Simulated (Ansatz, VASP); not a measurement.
## Two plane-wave programs on KMgF3

Contents of INCAR:

```
SYSTEM = KMgF3
ALGO = Normal
EDIFF = 1E-6
ENCUT = 520
GGA = PS
ISIF = 2
ISMEAR = 0
LASPH = .TRUE.
LCHARG = .FALSE.
LREAL = .FALSE.
LWAVE = .FALSE.
NBANDS = 24
NELM = 100
PREC = Accurate
SIGMA = 0.05
```

File KPOINTS:

```
k-points
0
G
  6 6 6
  0 0 0
```

The input POSCAR:

```
KMgF3
1.0
    3.9859000000      0.0000000000      0.0000000000
    0.0000000000      3.9859000000      0.0000000000
    0.0000000000      0.0000000000      3.9859000000
K Mg F
1 1 3
Direct
    0.5000000000      0.5000000000      0.5000000000
    0.0000000000      0.0000000000      0.0000000000
    0.5000000000      0.0887010187      0.0887010187
    0.0000000000      0.5887010187      0.0887010187
    0.0000000000      0.0887010187      0.5887010187
```

Input for Ansatz:

```yaml
crystal:
  lattice:
    - [3.9859, 0.0, 0.0]
    - [0.0, 3.9859, 0.0]
    - [0.0, 0.0, 3.9859]
  atoms:
    - { symbol: K, position: [0.5, 0.5, 0.5] }
    - { symbol: Mg, position: [0.0, 0.0, 0.0] }
    - { symbol: F, position: [0.5, 0.0887010187, 0.0887010187] }
    - { symbol: F, position: [0.0, 0.5887010187, 0.0887010187] }
    - { symbol: F, position: [0.0, 0.0887010187, 0.5887010187] }
basis:
  ecutwfc: 420
kpoints:
  mp_grid: { grid: [6, 6, 6] }
hamiltonian:
  xc: pbesol
scf:
  occupations: { method: gaussian, width: 0.05 }
output:
  forces: true
  stress: true
  eigenvalues: true
```

Change from the starting cell: all F atoms moved -0.500 Å, as atom 3 towards its neighbour atom 1 (K) at 2.818 Å.

Alike in both runs: task single point; functional PBEsol; k mesh 6 × 6 × 6; occupations gaussian, width 0.05 eV; no spin polarisation.

|  | VASP | Ansatz |
| --- | --- | --- |
| version | VASP 6.6.1 | Ansatz 0.2.0 |
| potentials or method | VASP PAW PBE potentials, release 64 (K_sv, Mg, F), cutoff 520 eV | scalar-relativistic, plane waves, PAW |
| valence electrons in the cell | 32 | 40 |

```tsv
	VASP	Ansatz	Ansatz less VASP
gap on the k mesh at the Fermi level (eV)	7.00	7.02	+0.018
least direct gap on the mesh (eV)	7.30	7.32	+0.016
pressure (GPa)	12.6	12.4	-0.23
traceless stress, the component that is largest in VASP (GPa)	-12.64	-12.18	+0.458
rms of the force components (eV/Å)	2.085	2.009	-0.0759
```

VASP's potentials were made for PBE, not for PBEsol. Atom by atom the forces differ by 0.076 eV/Å (rms over components). VASP's potentials hold 32 valence electrons a cell and Ansatz's 40, so a difference there can come from the potentials and not from the codes.
